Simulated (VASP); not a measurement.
# SiC (F-43m) in VASP: a series of runs, part 2 of 3

VASP 6.6.1. Earlier steps stand in the parts before.

## (3) Single point, PBE0

This run uses another cell than the first one, of 10.33 Å³/atom, 0.984 times its volume.

File POSCAR:

```
SiC
1.0
    0.0000000000      2.1780523525      2.1780523525
    2.1780523525      0.0000000000      2.1780523525
    2.1780523525      2.1780523525      0.0000000000
Si C
1 1
Direct
    0.0000000000      0.0000000000      0.0000000000
    0.2500000000      0.2500000000      0.2500000000
```

File INCAR.step1:

```
SYSTEM = SiC
PREC = Accurate ; ENCUT = 520
EDIFF = 1E-5 ; ISMEAR = 0
SIGMA = 0.01 ; LREAL = .FALSE.
LASPH = .TRUE. ; NELM = 100
ALGO = Normal ; ISIF = 2
LWAVE = .TRUE. ; NBANDS = 11
GGA = PE
```

File INCAR.step2:

```
SYSTEM = SiC
PREC = Accurate ; ENCUT = 520
EDIFF = 1E-6 ; ISMEAR = 0
SIGMA = 0.01 ; LREAL = .FALSE.
LASPH = .TRUE. ; NELM = 100
ALGO = Normal ; ISIF = 2
LWAVE = .FALSE. ; LCHARG = .TRUE.
GGA = PE ; LHFCALC = .TRUE.
AEXX = 0.25 ; PRECFOCK = Normal
LELF = .TRUE. ; LVHAR = .TRUE.
NBANDS = 11 ; ISTART = 1
```

File KPOINTS:

```
Automatic mesh
0
G
  8 8 8
  0 0 0
```

Potentials or basis: VASP PAW PBE potentials, release 64 (Si, C).

Started as:

```
cat potpaw_PBE.64/Si/POTCAR potpaw_PBE.64/C/POTCAR > POTCAR
cp INCAR.step1 INCAR
mpirun -np 1 vasp_std > vasp.out
cp INCAR.step2 INCAR
mpirun -np 1 vasp_std > vasp.out
```

OUTCAR:

```text
SYSTEM = SiC
   PREC = Accurate
   ENCUT = 520
   EDIFF = 1E-6
   ISMEAR = 0
   LREAL = .FALSE.
   LASPH = .TRUE.
   NELM = 100
   ISIF = 2
   GGA = PE
   LHFCALC = .TRUE.
   AEXX = 0.25
   PRECFOCK = Normal
   ISTART = 1

 ion  position               nearest neighbor table
   1  0.000  0.000  0.000-   2 1.89   2 1.89   2 1.89   2 1.89
   2  0.250  0.250  0.250-   1 1.89   1 1.89   1 1.89   1 1.89

  LATTYP: Found a face centered cubic cell.
 ALAT       =     4.3561047050

  Lattice vectors:

 A1 = (   0.0000000000,   2.1780523525,   2.1780523525)
 A2 = (   2.1780523525,   0.0000000000,   2.1780523525)
 A3 = (   2.1780523525,   2.1780523525,   0.0000000000)

Analysis of symmetry for initial positions (statically):
=====================================================================
 Subroutine PRICEL returns:
 Original cell was already a primitive cell.

 Routine SETGRP: Setting up the symmetry group for a
 face centered cubic supercell.

 Subroutine GETGRP returns: Found 24 space group operations
 (whereof 24 operations were pure point group operations)
 out of a pool of 48 trial point group operations.

The static configuration has the point symmetry T_d .

Analysis of symmetry for dynamics (positions and initial velocities):
=====================================================================
 Subroutine PRICEL returns:
 Original cell was already a primitive cell.

 Routine SETGRP: Setting up the symmetry group for a
 face centered cubic supercell.

 Subroutine GETGRP returns: Found 24 space group operations
 (whereof 24 operations were pure point group operations)
 out of a pool of 48 trial point group operations.

The dynamic configuration has the point symmetry T_d .

 Subroutine INISYM returns: Found 24 space group operations
 (whereof 24 operations are pure point group operations),
 and found     1 'primitive' translations

----------------------------------------------------------------------------------------

                                     Primitive cell

  volume of cell :      20.6650

  direct lattice vectors                    reciprocal lattice vectors
     0.000000000  2.178052352  2.178052352    -0.229562893  0.229562893  0.229562893
     2.178052352  0.000000000  2.178052352     0.229562893 -0.229562893  0.229562893
     2.178052352  2.178052352  0.000000000     0.229562893  0.229562893 -0.229562893

  length of vectors
     3.080231176  3.080231176  3.080231176     0.397614595  0.397614595  0.397614595

  position of ions in fractional coordinates (direct lattice)
     0.000000000  0.000000000  0.000000000
     0.250000000  0.250000000  0.250000000

  ion indices of the primitive-cell ions
   primitive index   ion index
                 1           1
                 2           2

----------------------------------------------------------------------------------------

 KPOINTS: Automatic mesh

Automatic generation of k-mesh.
 Grid dimensions read from file:
 generate k-points for:    8    8    8

 Generating k-lattice:

  Cartesian coordinates                     Fractional coordinates (reciprocal lattice)
    -0.028695362  0.028695362  0.028695362     0.125000000  0.000000000  0.000000000
[... 42 lines left out ...]
   number of dos      NEDOS =    301   number of ions     NIONS =      2
   total plane-waves  NPLWV =  13824
   dimension x,y,z NGX =    24 NGY =   24 NGZ =   24
   dimension x,y,z NGXF=    48 NGYF=   48 NGZF=   48
   ions per type =               1   1
   NGX,Y,Z   is equivalent  to a cutoff of  12.95, 12.95, 12.95 a.u.
   NGXF,Y,Z  is equivalent  to a cutoff of  25.91, 25.91, 25.91 a.u.
 SYSTEM =  SiC
   PREC   = accura    normal or accurate (medium, high low for compatibility)
   ISTART =      1    job   : 0-new  1-cont  2-samecut
   ICHARG =      0    charge: 1-file 2-atom 10-const
   ISPIN  =      1    spin polarized calculation?
   LNONCOLLINEAR =      F non collinear calculations
   LSORBIT =      F    spin-orbit coupling
   LASPH  =      T    aspherical Exc in radial PAW
   ENCUT  =  520.0 eV  38.22 Ry    6.18 a.u.   5.73  5.73  5.73*2*pi/ulx,y,z
   NELM   =    100;   NELMIN=  2; NELMDL=  0     # of ELM steps
   EDIFF  = 0.1E-05   stopping-criterion for ELM
   LREAL  =      F    real-space projection
   EDIFFG = 0.1E-04   stopping-criterion for IOM
   NSW    =      0    number of steps for IOM
   IBRION =     -1    ionic relax: 0-MD 1-quasi-New 2-CG
   NFREE  =      0    steps in history (QN), initial steepest desc. (CG)
   ISIF   =      2    stress and relaxation
   ISYM   =      3    0-nonsym 1-usesym 2-fastsym
   POTIM  = 0.5000    time-step for ionic-motion
   TEBEG  =    0.0;   TEEND  =   0.0 temperature during run
   PSTRESS=    0.0 pullay stress
   NELECT =       8.0000    total number of electrons
   NUPDOWN=      -1.0000    fix difference up-down
   EMIN   =  10.00;   EMAX   =-10.00  energy-range for DOS
   EFERMI =   0.00;   METHOD = LEGACY
   ISMEAR =     0;   SIGMA  =   0.01  broadening in eV -4-tet -1-fermi 0-gaus
   EFERMI_NEDOS =   21; number of points for ismear=-14 and -15
   IALGO  =     38    algorithm
   IMIX   =      1    mixing-type and parameters
     AMIX     =   0.40;   BMIX     =  1.00
     AMIX_MAG =   1.60;   BMIX_MAG =  1.00
  volume/ion in A,a.u.               =      10.33        69.73
  Fermi-wavevector in a.u.,A,eV,Ry     =   1.193145  2.254717 19.369182  1.423595
  Thomas-Fermi vector in A             =   2.329166
   LORBIT       =      0    0 simple, 1 ext, 2 COOP (PROOUT), +10 PAW based schemes
   GGA     = PE    functional components
   LHFCALC =     T    Hartree Fock is set to
   PRECFOCK=normal    Normal, Fast or Accurate (Low or Medium for compatibility)
   ENCUT4O =  -1.0   cutoff for four orbital integrals eV
   NKREDX  =     1    reduce k-point grid by
   NKREDY  =     1    reduce k-point grid by
   NKREDZ  =     1    reduce k-point grid by
   AEXX    =    0.2500 exact exchange contribution
   HFSCREEN=    0.0000 screening length (either q_TF or 0.3 A-1)
   HFSCREENC=   0.0000 screening length for correlation (either q_TF or 0.3 A-1)
   ENCUTFOCK=  -1.0 apply spherical cutoff to Coloumb kernel
   IVDW    =     0    specifies the selected vdW correction
   LEPSILON=     F    determine dielectric tensor
   LRPA    =     F    only Hartree local field effects (RPA)
 non-spin polarized calculation
 Gauss-broadening in eV      SIGMA  =   0.01
  energy-cutoff  :      520.00
  volume of cell :       20.66
 maximum number of plane-waves:       568
  NGX = 18; NGY = 18; NGZ = 18

 number of electron       8.0000001 magnetization

 Free energy of the ion-electron system (eV)
  ---------------------------------------------------
  ext. energy  EPLUGINS =         0.00000000
  ---------------------------------------------------
  free energy    TOTEN  =       -18.47744503 eV

  energy without entropy =      -18.47744503  energy(sigma->0) =      -18.47744503

 E-fermi :   7.2818     XC(G=0):  -8.9548

 val. band max:        7.1266362243   @ k =   0.0000   0.0000   0.0000
 cond. band min:      10.0889585859   @ k =   0.5000   0.5000   0.0000
 fundamental gap:      2.9623223616
 Fermi energy:         7.2817975862

 k-point     1 :       0.0000    0.0000    0.0000
  band No.  band energies     occupation
      1      -9.9257      2.00000
      2       7.1266      2.00000
      3       7.1266      2.00000
      4       7.1266      2.00000
      5      15.4286      0.00000
      6      16.4748      0.00000
      7      16.4748      0.00000
      8      16.4748      0.00000
      9      23.9975      0.00000
     10      23.9975      0.00000
     11      25.8862      0.00000
[... 309 lines left out ...]
 k-point    24 :      -0.3750    0.2500    0.1250
  band No.  band energies     occupation
      1      -5.3616      2.00000
      2      -1.5003      2.00000
      3       3.0480      2.00000
      4       4.6592      2.00000
      5      14.2685      0.00000
      6      16.4478      0.00000
      7      19.5984      0.00000
      8      20.5347      0.00000
      9      22.9920      0.00000
     10      25.8857      0.00000
     11      28.9318      0.00000

 [... further k-points ...]
[... 5 lines left out ...]
  --------------------------------------------------------------------------------------
  -------------------------------------------------------------------------------------
  Total       -0.2173498     -0.2173498     -0.2173498      0.0000000     -0.0000000      0.0000000
  in kB      -16.8513599    -16.8513599    -16.8513599      0.0000000     -0.0000000      0.0000000
  external PRESSURE =     -16.8513599 kB  Pullay stress =       0.0000000 kB

 VOLUME and BASIS-vectors are now :
 -----------------------------------------------------------------------------
  energy-cutoff  :      520.00
  volume of cell :       20.66
      direct lattice vectors                 reciprocal lattice vectors
     0.000000000  2.178052352  2.178052352    -0.229562893  0.229562893  0.229562893
     2.178052352  0.000000000  2.178052352     0.229562893 -0.229562893  0.229562893
     2.178052352  2.178052352  0.000000000     0.229562893  0.229562893 -0.229562893

 POSITION                                       TOTAL-FORCE (eV/Angst)
 -----------------------------------------------------------------------------------
      0.00000      0.00000      0.00000        -0.000000     -0.000000     -0.000000
      1.08903      1.08903      1.08903         0.000000      0.000000      0.000000
 -----------------------------------------------------------------------------------
    total drift:                                0.000000      0.000000      0.000000

  FREE ENERGIE OF THE ION-ELECTRON SYSTEM (eV)
  ---------------------------------------------------
  free  energy   TOTEN  =       -18.4774450250 eV

  energy  without entropy=      -18.4774450250  energy(sigma->0) =      -18.47744503
```

Wall time 20 min (1 thread of AMD EPYC 7R13 (Zen 3), shared host); peak memory 0.13 GiB.

What came out:

| Quantity | Value |
| --- | --- |
| Free energy | -18.4774 eV |
| Pressure | -1.7 GPa |
| Band gap on the k mesh | 2.96 eV, indirect (least direct gap 6.48 eV) |

Levels at points of the mesh, in eV from the valence-band top:
| k point | band 1 | band 2 | band 3 | band 4 | band 5 | band 6 | band 7 | band 8 | band 9 |
| --- | --- | --- | --- | --- | --- | --- | --- | --- | --- |
| (0.00, 0.00, 0.00) | -17.05 | 0.00 | 0.00 | 0.00 | 8.30 | 9.35 | 9.35 | 9.35 | 16.87 |
| (0.50, 0.00, 0.00) | -13.19 | -9.41 | -1.16 | -1.16 | 7.40 | 9.24 | 9.24 | 12.34 | 18.68 |
| (0.50, 0.50, 0.00) | -11.63 | -8.60 | -3.51 | -3.51 | 2.96 | 6.12 | 16.74 | 16.74 | 17.54 |

Caveat: the PAW data sets were made with another functional, which shifts forces and pressure a little. A k mesh can miss the band edges.

(Part 2 of 3 ends here.)
